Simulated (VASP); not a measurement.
Crystal: GaN.

```
Ga N
1.0
     3.18000    0.00000    0.00000
    -1.59000    2.75396    0.00000
     0.00000    0.00000    5.16600
Ga N
2 2
Cartesian
  1.5900 0.9180 2.5830
  0.0000 1.8360 0.0000
  1.5900 0.9180 4.5203
  0.0000 1.8360 1.9373
```

| Quantity | Value |
| --- | --- |
| Program | VASP 6.6.1 |
| Task | relaxation of cell and atoms |
| Functional | BLYP |
| Dispersion | D3(BJ) |
| Potentials or basis | VASP PAW PBE potentials, release 64 (Ga_d, N) |
| Cutoff | 600 eV |
| k mesh | 10 × 10 × 5 |
| Occupations | fermi-dirac, width 0.05 eV |
| Spin | no spin polarisation |

At the start: pressure 5.9 GPa; volume 11.31 Å³/atom.

Where does the relaxation end?

Over 4 steps the energy falls by 7.0 meV/atom and the volume is 11.67 Å³/atom (+3.2 %); space group P6_3mc (No. 186, to 0.05 Å).

The path:
```tsv
step	energy change (eV)	largest force (eV/Å)	pressure (GPa)	volume (Å³)
1	0.0000	0.1288	5.90	45.24
2	-0.0073	0.0977	-4.44	48.02
3	-0.0280	0.0101	-0.02	46.70
4	-0.0280	0.0078	0.11	46.67
```

Final structure:
```
Ga N
1.0
     3.20800    0.00000    0.00000
    -1.60400    2.77821    0.00000
     0.00000    0.00000    5.23613
Ga N
2 2
Direct
  0.66667 0.33333 0.49936
  0.33333 0.66667 0.99936
  0.66667 0.33333 0.87564
  0.33333 0.66667 0.37564
```

Caveat: the PAW data sets were made with another functional, which shifts forces and pressure a little.
